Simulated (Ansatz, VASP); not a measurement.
One calculation of Cr, two programs

```
Cr
1.0
     2.46682    0.00000    0.00000
    -0.82227    2.32574    0.00000
     0.00000    0.00000   16.00000
Cr
1
Direct
  0.00000 0.00000 0.50000
```

Alike in both runs: task single point; functional PBE; k mesh 14 × 14 × 1; occupations fermi-dirac, width 0.05 eV; collinear spin.

|  | VASP | Ansatz |
| --- | --- | --- |
| version | VASP 6.6.1 | Ansatz 0.2.0 |
| potentials or method | VASP PAW PBE potentials, release 64 (Cr_pv), cutoff 520 eV | all-electron LAPW, scalar-relativistic |

```csv
,VASP,Ansatz,Ansatz less VASP
net moment per atom (μB),1.19,1.20,+0.005
size of the moment on the site where the two differ most (μB),1.01,0.99,-0.016
```

Site moments also hang on the region over which each program counts them. Ansatz ran all-electron here, and VASP with PAW potentials. Ansatz's warnings: slab cell height set.
